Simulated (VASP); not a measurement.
A run of VASP 6.6.1 is set up as follows.

File INCAR:

```
PREC = Accurate ; ENCUT = 520
EDIFF = 1E-6 ; ISMEAR = -1
SIGMA = 0.1 ; LREAL = False
LASPH = True ; NELM = 60
ALGO = Normal ; ISIF = 2
LWAVE = False ; LCHARG = False
GGA = PE ; NBANDS = 26
```

KPOINTS

```
Automatic mesh
0
Gamma
  5 6 3
  0 0.5 0.5
```

File POSCAR:

```
ZnS
1.0
    2.0675450000      3.4554180000     -0.0293990000
   -1.7339760000      3.2628320000     -0.1115000000
    0.1343000000     -0.1330680000      6.4917720000
Zn S
2 2
Direct
    0.6479950000      0.6697760000      0.9918180000
    0.2904180000      0.3362490000      0.4988970000
    0.5890870000      0.6914600000      0.3565000000
    0.3403960000      0.3026480000      0.8701450000
```

Potentials or basis: VASP PAW PBE potentials, release 64 (Zn, S).

The run is started by

```bash
$ cat potpaw_PBE.64/Zn/POTCAR potpaw_PBE.64/S/POTCAR > POTCAR
$ mpirun -np 1 vasp_std > vasp.out
```

Problem. What does it give for the band gap on the k mesh?

Solution. 2.69 eV, direct.

Problem. Predict the largest force.

Solution. 1.485 eV/Å.

Problem. Predict the pressure.

Solution. 0.5 GPa.

Forces in eV/Å, atoms in the order of the input:
```
Zn   0.920 -0.377  0.331
Zn  -0.914  0.421  0.129
S    1.314 -0.348  0.149
S   -1.320  0.304 -0.610
```

Caveat: forces of over 1 eV/Å act on the atoms, so gaps and moduli don't describe the material at rest. A k mesh can miss the band edges.
